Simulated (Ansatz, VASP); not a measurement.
**One calculation of Zr2In3, two programs**

```
CELL_PARAMETERS angstrom
2.95454 1.70580 3.99603
-2.95454 1.70580 3.99603
0.00000 -3.41161 3.99603
ATOMIC_POSITIONS crystal
Zr 0.88172 0.88172 0.88172
Zr 0.11828 0.11828 0.11828
In 0.50000 0.00000 0.50000
In 0.50000 0.50000 0.00000
In 0.00000 0.50000 0.50000
```

Alike in both runs: functional PBE; k mesh 6 × 6 × 6; occupations gaussian, width 0.1 eV; collinear spin.

Ansatz relaxed the structure, and its values are those at the end. VASP's run is a single point on that final structure, the one shown.

|  | VASP | Ansatz |
| --- | --- | --- |
| version | VASP 6.6.1 | Ansatz 0.2.0 |
| potentials or method | VASP PAW PBE potentials, release 64 (Zr_sv, In_d), cutoff 500 eV | scalar-relativistic, plane waves, PAW |
| valence electrons in the cell | 63 | 63 |

|  | VASP | Ansatz | Ansatz less VASP |
| --- | --- | --- | --- |
| gap on the k mesh at the Fermi level (eV) | none | none | - |
| pressure (GPa) | 0.0 | 0.0 | -0.02 |
| net moment per atom (μB) | 0.16 | 0.16 | -0.001 |
| size of the moment on the site where the two differ most (μB) | 0.30 | 0.27 | -0.027 |

Site moments also hang on the region over which each program counts them. A gap of «none» marks a metal or a gap that the smearing closes.
